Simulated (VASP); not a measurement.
NiO:

```
CELL_PARAMETERS angstrom
0.00000 2.24063 2.24063
2.24063 0.00000 2.24063
2.24063 2.24063 0.00000
ATOMIC_POSITIONS crystal
Ni 0.00000 0.00000 0.00000
O 0.75000 0.75000 0.75000
```

Base run:

```yaml
Program: VASP 6.6.1
Functional: PBE
Potentials_or_basis: VASP PAW PBE potentials, release 64 (Ni, O)
Cutoff: 520 eV
k_mesh: 7 × 7 × 7
Occupations: fermi-dirac, width 0.05 eV
Spin: collinear spin, ferromagnetic start
Starting_moments: "[1.0, 0.0] μB"
```

Its results: pressure -0.1 GPa; net moment 1.86 μB per cell; site moments Ni +1.46; O +0.34 μB.

Question: After a change of settings the same cell gave: pressure 0.3 GPa; net moment 1.91 μB per cell; site moments Ni +1.50; O +0.36 μB. Which change was it?
A. k mesh from 7 × 7 × 7 to 10 × 10 × 10; further incar settings from ALGO = Normal; EDIFF = 1e-07; NBANDS = 19 to ALGO = Normal; EDIFF = 1e-06; NBANDS = 19
B. potentials or basis from VASP PAW PBE potentials, release 64 (Ni, O) to VASP PAW PBE potentials, release 64 (Ni_sv_GW, O); cutoff from 520 eV to 600 eV; further incar settings from ALGO = Normal; EDIFF = 1e-07; NBANDS = 19 to ALGO = Normal; EDIFF = 1e-06; NBANDS = 23; valence electrons from 16 to 24
C. functional from PBE to PBE0; k mesh from 7 × 7 × 7 to 5 × 5 × 5

Answer: A.

Caveats: a cell with one magnetic atom can't hold antiferromagnetic order, which such compounds often take.
